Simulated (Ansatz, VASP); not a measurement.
## ZnCu: VASP beside Ansatz

```xyz
2
Lattice="2.9159 -0.1520 -0.1520 -0.1520 2.9159 -0.1520 -0.1520 -0.1520 2.9159" Properties=species:S:1:pos:R:3 pbc="T T T"
Zn    1.3060    1.3060    1.3060
Cu    0.0000    0.0000    0.0000
```

Alike in both runs: task single point; functional PBEsol; k mesh 18 × 18 × 18; occupations gaussian, width 0.15 eV; no spin polarisation.

|  | VASP | Ansatz |
| --- | --- | --- |
| version | VASP 6.6.1 | Ansatz 0.2.0 |
| potentials or method | VASP PAW PBE potentials, release 64 (Zn, Cu), cutoff 520 eV | scalar-relativistic, plane waves, PAW |
| valence electrons in the cell | 23 | 31 |

Ansatz gave:

| Property | Result |
| --- | --- |
| gap on the k mesh at the Fermi level (eV) | none |
| pressure (GPa) | 5.8 |
| traceless stress, the component that is largest in VASP (GPa) | 15.66 |

Q: What did VASP give for the same quantities?

A: gap on the k mesh at the Fermi level (eV): none; pressure (GPa): 6.7; traceless stress, the component that is largest in VASP (GPa): 15.82.

VASP's potentials were made for PBE, not for PBEsol. A gap of «none» marks a metal or a gap that the smearing closes. With one functional, cell and mesh, what is left measures potentials, basis and numerics. VASP's potentials hold 23 valence electrons a cell and Ansatz's 31, so a difference there can come from the potentials and not from the codes.
